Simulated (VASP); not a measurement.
Runs of VASP 6.6.1 on P. The structure is that of space group Fd-3m (No. 227), or close to it. The cells are those of the table. 

```csv
task,cell,k mesh,cutoff (eV),gap on the mesh (eV),pressure (GPa)
relaxation of cell and atoms,"relaxed from a = 3.874 Å, angles 60.0°, 2 atoms",10 × 10 × 10,600,none,0.0
single point,"a = 3.800 Å, angles 60.0°, 2 atoms",10 × 10 × 10,520,none,0.1
single point,"a = 3.800 Å, angles 60.0°, 2 atoms",17 × 17 × 17,520,none,(b)
single point,"a = 3.946 Å, angles 60.0°, 2 atoms",17 × 17 × 17,520,none,(a)
single point,"a = 3.850 Å, angles 60.0°, 2 atoms",17 × 17 × 17,520,none,-1.6
single point,"a = 3.641 Å, angles 60.0°, 2 atoms",17 × 17 × 17,520,none,(c)
single point,"a = 3.899 Å, angles 60.0°, 2 atoms",17 × 17 × 17,520,none,-3.2
single point,"a = 3.696 Å, angles 60.0°, 2 atoms",17 × 17 × 17,520,none,5.0
single point,"a = 3.749 Å, angles 60.0°, 2 atoms",17 × 17 × 17,520,none,2.4
```

Alike in all rows: level PBEsol; potentials or basis VASP PAW PBE potentials, release 64 (P); no spin polarisation; smearing fermi-dirac 0.1 eV.

**Question.** Estimate the missing entries.

**Answer.** (a) -4.5; (b) 0.2; (c) 8.3.

Caveats: the PAW data sets were made with another functional, which shifts forces and pressure a little.

A gap of «none» marks levels without a gap at the run's occupations.
